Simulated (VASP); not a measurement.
# Be (Im-3m) in VASP: a series of runs

Runs on Be. Level: PBE. Tasks: relaxation of cell and atoms.

Program: VASP 6.6.1. These are calculated values, not measurements. Logs are shortened: lines on timing, memory, paths and dates and some standing lists are left out, and cuts for length are marked.

### 1 The cell of the first run

Symmetry: Im-3m, No. 229, cubic system. Conventional cell: a = 1.985 Å, b = 1.985 Å, c = 1.985 Å, α = 90.00°, β = 90.00°, γ = 90.00°. Within 2.3 Å of Be (site symmetry m-3m) lie 14 Be at 1.72 to 1.98 Å.

This isn't the form of Be at room conditions, which is hcp.

### 2 Relaxation of cell and atoms, PBE, target pressure 270 GPa, at which the enthalpy is minimised

INCAR reads:

```
SYSTEM = Be
PREC = Accurate ; ENCUT = 600
EDIFF = 1E-6 ; ISMEAR = -1
SIGMA = 0.1 ; LREAL = .False.
LASPH = .True. ; NELM = 100
ALGO = Normal ; ISIF = 3
LWAVE = .False. ; LCHARG = .False.
GGA = PE ; IBRION = 2
NSW = 32 ; EDIFFG = -0.005
PSTRESS = 2700.0
```

KPOINTS reads:

```
Automatic mesh
0
Gamma
  27 27 27
  0 0 0
```

POSCAR reads:

```
Be
1.0
   -0.9923167587      0.9923167587      0.9923167587
    0.9923167587     -0.9923167587      0.9923167587
    0.9923167587      0.9923167587     -0.9923167587
Be
1
Direct
    0.0000000000      0.0000000000      0.0000000000
```

Potentials or basis: VASP PAW PBE potentials, release 64 (Be).

On the command line:

```
cat potpaw_PBE.64/Be/POTCAR > POTCAR
mpirun -np 1 vasp_std > vasp.out
```

OUTCAR:

```text
SYSTEM = Be
   PREC = Accurate
   ENCUT = 600
   EDIFF = 1E-6
   ISMEAR = -1
   LREAL = .False.
   LASPH = .True.
   NELM = 100
   ISIF = 3
   GGA = PE
   IBRION = 2
   NSW = 32
   EDIFFG = -0.005
   PSTRESS = 2700.0

 ion  position               nearest neighbor table
   1  0.000  0.000  0.000-

  LATTYP: Found a body centered cubic cell.
 ALAT       =     1.9846335174

  Lattice vectors:

 A1 = (  -0.9923167587,   0.9923167587,   0.9923167587)
 A2 = (   0.9923167587,  -0.9923167587,   0.9923167587)
 A3 = (   0.9923167587,   0.9923167587,  -0.9923167587)

Analysis of symmetry for initial positions (statically):
=====================================================================
 Subroutine PRICEL returns:
 Original cell was already a primitive cell.

 Routine SETGRP: Setting up the symmetry group for a
 body centered cubic supercell.

 Subroutine GETGRP returns: Found 48 space group operations
 (whereof 48 operations were pure point group operations)
 out of a pool of 48 trial point group operations.

The static configuration has the point symmetry O_h .

Analysis of symmetry for dynamics (positions and initial velocities):
=====================================================================
 Subroutine PRICEL returns:
 Original cell was already a primitive cell.

 Routine SETGRP: Setting up the symmetry group for a
 body centered cubic supercell.

 Subroutine GETGRP returns: Found 48 space group operations
 (whereof 48 operations were pure point group operations)
 out of a pool of 48 trial point group operations.

The dynamic configuration has the point symmetry O_h .

 Subroutine INISYM returns: Found 48 space group operations
 (whereof 48 operations are pure point group operations),
 and found     1 'primitive' translations

----------------------------------------------------------------------------------------

                                     Primitive cell

  volume of cell :       3.9085

  direct lattice vectors                    reciprocal lattice vectors
    -0.992316759  0.992316759  0.992316759     0.000000000  0.503871365  0.503871365
     0.992316759 -0.992316759  0.992316759     0.503871365  0.000000000  0.503871365
     0.992316759  0.992316759 -0.992316759     0.503871365  0.503871365  0.000000000

  length of vectors
     1.718743043  1.718743043  1.718743043     0.712581718  0.712581718  0.712581718

  position of ions in fractional coordinates (direct lattice)
     0.000000000  0.000000000  0.000000000
[... 85 lines left out ...]
   TEBEG  =    0.0;   TEEND  =   0.0 temperature during run
   PSTRESS= 2700.0 pullay stress
   NELECT =       2.0000    total number of electrons
   NUPDOWN=      -1.0000    fix difference up-down
   EMIN   =  10.00;   EMAX   =-10.00  energy-range for DOS
   EFERMI =   0.00;   METHOD = LEGACY
   ISMEAR =    -1;   SIGMA  =   0.10  broadening in eV -4-tet -1-fermi 0-gaus
   EFERMI_NEDOS =   21; number of points for ismear=-14 and -15
   IALGO  =     38    algorithm
   IMIX   =      4    mixing-type and parameters
     AMIX     =   0.40;   BMIX     =  1.00
     AMIX_MAG =   1.60;   BMIX_MAG =  1.00
  volume/ion in A,a.u.               =       3.91        26.38
  Fermi-wavevector in a.u.,A,eV,Ry     =   1.309427  2.474458 23.328524  1.714598
  Thomas-Fermi vector in A             =   2.440026
   LORBIT       =      0    0 simple, 1 ext, 2 COOP (PROOUT), +10 PAW based schemes
   GGA     = PE    functional components
   LHFCALC =     F    Hartree Fock is set to
   AEXX    =    0.0000 exact exchange contribution
   IVDW    =     0    specifies the selected vdW correction
   LEPSILON=     F    determine dielectric tensor
   LRPA    =     F    only Hartree local field effects (RPA)
 conjugate gradient relaxation of ions
 non-spin polarized calculation
  energy-cutoff  :      600.00
  volume of cell :        3.91
 maximum number of plane-waves:       140
 NGX is ok and might be reduce to    14
   NGX =  7   NGY =  7   NGZ =  7

--------------------------------------- Ionic step        1  -------------------------------------------

 number of electron       2.0000000 magnetization

 Free energy of the ion-electron system (eV)
  ---------------------------------------------------
  ext. energy  EPLUGINS =         0.00000000
  ---------------------------------------------------
  free energy    TOTEN  =        -1.67820536 eV

  energy without entropy =       -1.67554480  energy(sigma->0) =       -1.67687508

------------------------ aborting loop because EDIFF is reached ----------------------------------------

  FORCE on cell =-STRESS in cart. coord.  units (eV):
  Direction    XX          YY          ZZ          XY          YZ          ZX
  --------------------------------------------------------------------------------------
  -------------------------------------------------------------------------------------
  Total        6.6271177      6.6271177      6.6271177     -0.0000000     -0.0000000     -0.0000000
  in kB     2716.5912303   2716.5912303   2716.5912303     -0.0000000     -0.0000000     -0.0000000
  external PRESSURE =      16.5912303 kB  Pullay stress =    2700.0000000 kB
[... 61 lines left out ...]
--------------------------------------- Ionic step        3  -------------------------------------------

 number of electron       2.0000000 magnetization

 Free energy of the ion-electron system (eV)
  ---------------------------------------------------
  ext. energy  EPLUGINS =         0.00000000
  ---------------------------------------------------
  free energy    TOTEN  =        -1.69085433 eV

  energy without entropy =       -1.68819059  energy(sigma->0) =       -1.68952246

 E-fermi :  15.4859     XC(G=0): -13.1760

 val. band max:       15.4681442050   @ k =  -0.4074  -0.4074   0.2222
 cond. band min:      15.5801548001   @ k =   0.3333   0.2593   0.0370
 fundamental gap:      0.1120105951
 Fermi energy:        15.4858650318

 k-point     1 :       0.0000    0.0000    0.0000
  band No.  band energies     occupation
      1      -0.6725      2.00000
      2      49.4047      0.00000
      3      49.4047      0.00000
      4      49.4047      0.00000
      5      63.9668      0.00000
[... 177 lines left out ...]
 k-point    24 :       0.3704    0.0370   -0.0000
  band No.  band energies     occupation
      1       5.1504      2.00000
      2      22.7663      0.00000
      3      37.4434      0.00000
      4      41.2550      0.00000
      5      49.2003      0.00000

 [... further k-points ...]

------------------------ aborting loop because EDIFF is reached ----------------------------------------

  FORCE on cell =-STRESS in cart. coord.  units (eV):
  Direction    XX          YY          ZZ          XY          YZ          ZX
  --------------------------------------------------------------------------------------
  -------------------------------------------------------------------------------------
  Total        6.6009961      6.6009961      6.6009961     -0.0000000      0.0000000     -0.0000000
  in kB     2700.7120153   2700.7120153   2700.7120153     -0.0000000      0.0000000     -0.0000000
  external PRESSURE =       0.7120153 kB  Pullay stress =    2700.0000000 kB
[... 20 lines left out ...]
  energy  without entropy=       -1.6881905926  energy(sigma->0) =       -1.68952246

  enthalpy is  TOTEN    =         4.9084014457 eV   P V=        6.5992557773

 reached required accuracy - stopping structural energy minimisation
```

OSZICAR:

```text
N       E                     dE             d eps       ncg     rms          rms(c)
DAV:   1     0.157670656383E+01    0.15767E+01   -0.15170E+03  6340   0.397E+02
DAV:   2    -0.184523821802E+01   -0.34219E+01   -0.32739E+01  6965   0.617E+01
DAV:   3    -0.185051841182E+01   -0.52802E-02   -0.52477E-02  7190   0.209E+00
DAV:   4    -0.185051925966E+01   -0.84784E-06   -0.84793E-06  7825   0.198E-02
[... 10 lines left out ...]
DAV:   3    -0.171674402529E+01    0.54998E-05   -0.14223E-06  6275   0.198E-02    0.532E-04
DAV:   4    -0.171674414124E+01   -0.11595E-06   -0.15615E-08  3275   0.199E-03
   2 F= 0.49085576E+01 E0= 0.49098928E+01  d E =0.119564E-03
       N       E                     dE             d eps       ncg     rms          rms(c)
DAV:   1    -0.169085513555E+01    0.25889E-01   -0.19896E-04  5895   0.197E-01    0.967E-03
DAV:   2    -0.169085433161E+01    0.80394E-06   -0.32453E-07  7155   0.902E-03
   3 F= 0.49084014E+01 E0= 0.49097333E+01  d E =-.365915E-04
```

CONTCAR:

```text
Be
   1.00000000000000
    -0.9929497315541768    0.9929497315541768    0.9929497315541768
     0.9929497315541768   -0.9929497315541768    0.9929497315541768
     0.9929497315541768    0.9929497315541768   -0.9929497315541768
  Be
     1
Direct
     0.0000000000000000    0.0000000000000000    0.0000000000000000

  0.00000000E+00  0.00000000E+00  0.00000000E+00
```

Run time: 7.1 s. Hardware: 1 thread of Intel Xeon Platinum 8559C (Emerald Rapids), shared host; peak memory 0.12 GiB.

Results:

```
Free energy                                                : -1.6909 eV
Relaxed volume                                             : 3.92 Å³/atom
Relaxed cell                                               : a = 1.720 Å, b = 1.720 Å, c = 1.720 Å, α = 109.47°, β = 109.47°, γ = 109.47°
Space group after relaxing (to 0.1 Å)                      : Im-3m (No. 229)
Energy change on relaxing (the run minimises the enthalpy) : -12.6 meV/atom
Ionic steps                                                : 3
Pressure after relaxing                                    : 270.1 GPa
Band gap on the k mesh                                     : zero (bands 1 and 2 overlap by 8.71 eV)
```

Step by step:
| step | energy change (eV) | largest force (eV/Å) | pressure (GPa) | volume (Å³) |
| --- | --- | --- | --- | --- |
| 1 | 0.0000 | 0.0000 | 271.66 | 3.91 |
| 2 | -0.0385 | 0.0000 | 266.77 | 3.93 |
| 3 | -0.0126 | 0.0000 | 270.07 | 3.92 |

Final structure:
```xyz
1
Lattice="-0.9929 0.9929 0.9929 0.9929 -0.9929 0.9929 0.9929 0.9929 -0.9929" Properties=species:S:1:pos:R:3 pbc="T T T"
Be    0.0000    0.0000    0.0000
```

Caveat: the cell is relaxed towards a set pressure, so the run minimises the enthalpy, not the energy.

### 3 Relaxation of cell and atoms, PBE, target pressure 270 GPa, at which the enthalpy is minimised

This run uses another cell than the first one, of 3.92 Å³/atom.

INCAR reads:

```
ALGO     = Normal         # electronic algorithm
EDIFF    = 1E-6           # SCF threshold, eV
EDIFFG   = -0.005         # ionic threshold
ENCUT    = 600            # plane-wave cutoff, eV
GGA      = PE             # functional
IBRION   = 2              # ionic algorithm
ISIF     = 3              # what is computed and relaxed
ISMEAR   = -1             # smearing method
LASPH    = T              # aspherical terms in the spheres
LCHARG   = F              # write CHGCAR
LREAL    = F              # projectors in reciprocal space
LWAVE    = F              # write WAVECAR
NELM     = 80             # most SCF steps
NSW      = 60             # ionic steps
PREC     = Accurate       # precision mode
PSTRESS  = 2700.0       
SIGMA    = 0.1            # smearing width, eV
```

KPOINTS reads:

```
k-points
0
Gamma
  27 27 27
```

POSCAR reads:

```
Be
1.0
   -0.9935948285      0.9935948285      0.9935948285
    0.9935948285     -0.9935948285      0.9935948285
    0.9935948285      0.9935948285     -0.9935948285
Be
1
Direct
    0.0000000000      0.0000000000      0.0000000000
```

Potentials or basis: VASP PAW PBE potentials, release 64 (Be).

On the command line:

```
cat potpaw_PBE.64/Be/POTCAR > POTCAR
mpirun -np 1 vasp_std > vasp.out
```

Wall time 8.8 s (1 thread of Intel Xeon Platinum 8559C (Emerald Rapids), shared host); peak memory 0.11 GiB.

It converged, with:

```yaml
Free_energy: -1.6909 eV
Relaxed_volume: 3.92 Å³/atom
Relaxed_cell: a = 1.720 Å, b = 1.720 Å, c = 1.720 Å, α = 109.47°, β = 109.47°, γ = 109.47°
Space_group_after_relaxing_to_0.1_Å: Im-3m (No. 229)
Energy_change_on_relaxing_the_run_minimises_the_enthalpy: +12.8 meV/atom
Ionic_steps: 3
Pressure_after_relaxing: 270.0 GPa
Band_gap_on_the_k_mesh: zero (bands 1 and 2 overlap by 8.71 eV)
```

The path:
| step | energy change (eV) | largest force (eV/Å) | pressure (GPa) | volume (Å³) |
| --- | --- | --- | --- | --- |
| 1 | 0.0000 | 0.0000 | 268.43 | 3.92 |
| 2 | 0.0369 | 0.0000 | 273.09 | 3.90 |
| 3 | 0.0128 | 0.0000 | 270.04 | 3.92 |

Final structure:
```yaml
crystal:
  lattice:
    - [-0.99295, 0.99295, 0.99295]
    - [0.99295, -0.99295, 0.99295]
    - [0.99295, 0.99295, -0.99295]
  atoms:
    - { symbol: Be, position: [0.00000, 0.00000, 0.00000] }
```

Levels at points of the mesh, in eV from the Fermi level:
| k point | band 1 | band 2 | band 3 | band 4 |
| --- | --- | --- | --- | --- |
| (0.00, 0.00, 0.00) | -16.16 | 33.92 | 33.92 | 33.92 |

Caveat: the cell is relaxed towards a set pressure, so the run minimises the enthalpy, not the energy.

The gap in the log of VASP goes by the Fermi energy; the results here count the filled bands.